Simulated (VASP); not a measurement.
Wanted: the native input for a VASP 6.6.1 run.

```
Task                               : single point
Functional                         : PBEsol-based screened hybrid with 25 % exact exchange
Potentials or basis                : VASP PAW PBE potentials, release 64 (Pt, Se)
Cutoff                             : 400 eV
k mesh                             : 4 × 4 × 4
Occupations                        : fermi-dirac, width 0.05 eV
Spin                               : no spin polarisation
Dipole correction                  : no
Grid for exact exchange (PRECFOCK) : Normal
Share of exact exchange            : 0.25
Further INCAR settings             : ALGO = Normal; EDIFF = 1e-06; NBANDS = 15
Screening parameter                : 0.207 1/Å
```

PtSe:

```
Pt Se
1.0
     3.70003    0.00000    0.00000
    -1.85001    3.20432    0.00000
     0.00000    0.00000    3.06105
Pt Se
1 1
Direct
  0.00000 0.00000 0.00000
  0.66667 0.33333 0.50000
```

One way to write it, as run:

POSCAR

```
PtSe
1.0
    3.7000296971     -0.0000000029      0.0000000000
   -1.8500148461      3.2043197139      0.0000000000
    0.0000000000      0.0000000000      3.0610505875
Pt Se
1 1
Direct
    0.0000000000      0.0000000000      0.0000000000
    0.6666666667      0.3333333333      0.5000000000
```

INCAR.step1

```
PREC     = Accurate       # precision mode
ENCUT    = 400            # plane-wave cutoff, eV
EDIFF    = 1E-5           # SCF threshold, eV
ISMEAR   = -1             # smearing method
SIGMA    = 0.05           # smearing width, eV
LREAL    = F              # projectors in reciprocal space
LASPH    = T              # aspherical terms in the spheres
NELM     = 120            # most SCF steps
ALGO     = Normal         # electronic algorithm
ISIF     = 2              # what is computed and relaxed
LWAVE    = T              # write WAVECAR
LCHARG   = F              # write CHGCAR
GGA      = PE             # functional
NBANDS   = 15             # bands
GGA_COMPAT= F
```

INCAR.step2

```
PREC     = Accurate       # precision mode
ENCUT    = 400            # plane-wave cutoff, eV
EDIFF    = 1E-6           # SCF threshold, eV
ISMEAR   = -1             # smearing method
SIGMA    = 0.05           # smearing width, eV
LREAL    = F              # projectors in reciprocal space
LASPH    = T              # aspherical terms in the spheres
NELM     = 120            # most SCF steps
ALGO     = Normal         # electronic algorithm
ISIF     = 2              # what is computed and relaxed
LWAVE    = F              # write WAVECAR
LCHARG   = F              # write CHGCAR
GGA      = PS             # functional
LHFCALC  = T              # exact exchange
AEXX     = 0.25           # exact-exchange fraction
HFSCREEN = 0.207          # screening, 1/A
PRECFOCK = Normal       
ISTART   = 1            
NBANDS   = 15             # bands
GGA_COMPAT= F
```

KPOINTS

```
regular mesh
0
Gamma
  4 4 4
```

Potentials or basis: VASP PAW PBE potentials, release 64 (Pt, Se).

The run is started by

```bash
$ cat potpaw_PBE.64/Pt/POTCAR potpaw_PBE.64/Se/POTCAR > POTCAR
$ cp INCAR.step1 INCAR
$ mpirun -np 1 vasp_std > vasp.out
$ cp INCAR.step2 INCAR
$ mpirun -np 1 vasp_std > vasp.out
```

Results of the run:

The pressure is -0.1 GPa and the band gap on the k mesh is zero (bands 8 and 9 overlap by 1.08 eV).

Caveat: the k points lie up to 0.51 Å⁻¹ apart, too coarse for converged energies and pressures of a metal; the PAW data sets were made with another functional, which shifts forces and pressure a little; spin-orbit coupling is left out, which moves the levels of the heavy elements.

It took 3.8 min on 1 thread of Intel(R) Xeon(R) 6975P-C (Granite Rapids), on a shared host, peak memory 0.25 GiB.
